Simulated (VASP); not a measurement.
Here is a VASP 6.6.1 calculation.

File INCAR:

```
PREC = Accurate ; ENCUT = 520
EDIFF = 1E-6 ; ISMEAR = 0
SIGMA = 0.05 ; LREAL = F
LASPH = T ; NELM = 80
ALGO = Normal ; ISIF = 2
LWAVE = F ; LCHARG = F
GGA = PS ; NBANDS = 15
```

KPOINTS

```
regular mesh
0
Gamma
  6 6 6
```

Contents of POSCAR:

```
KI
1.0
    3.9479009272      0.0000000000      0.0000000000
    0.0000000000      3.9479009272      0.0000000000
    0.0000000000      0.0000000000      4.6344923928
K I
1 1
Direct
    0.0000000000      0.0000000000      0.0000000000
    0.5000000000      0.5000000000      0.5000000000
```

Potentials or basis: VASP PAW PBE potentials, release 64 (K_sv, I).

Launch:

```bash
$ cat potpaw_PBE.64/K_sv/POTCAR potpaw_PBE.64/I/POTCAR > POTCAR
$ mpirun -np 1 vasp_std > vasp.out
```

**Question.** What does it give for the pressure?

**Answer.** 1.0 GPa.

**Question.** Estimate the band gap on the k mesh.

**Answer.** 2.52 eV, indirect (least direct gap 2.92 eV).

Stress tensor (GPa, compression positive):
```
 2.76  0.00  0.00
 0.00  2.76  0.00
 0.00  0.00 -2.51
```

Caveat: the cell differs from its parent crystal (strain -0.080 along x and y, +0.080 along z); the PAW data sets were made with another functional, which shifts forces and pressure a little; spin-orbit coupling is left out, which moves the levels of the heavy elements. A k mesh can miss the band edges.
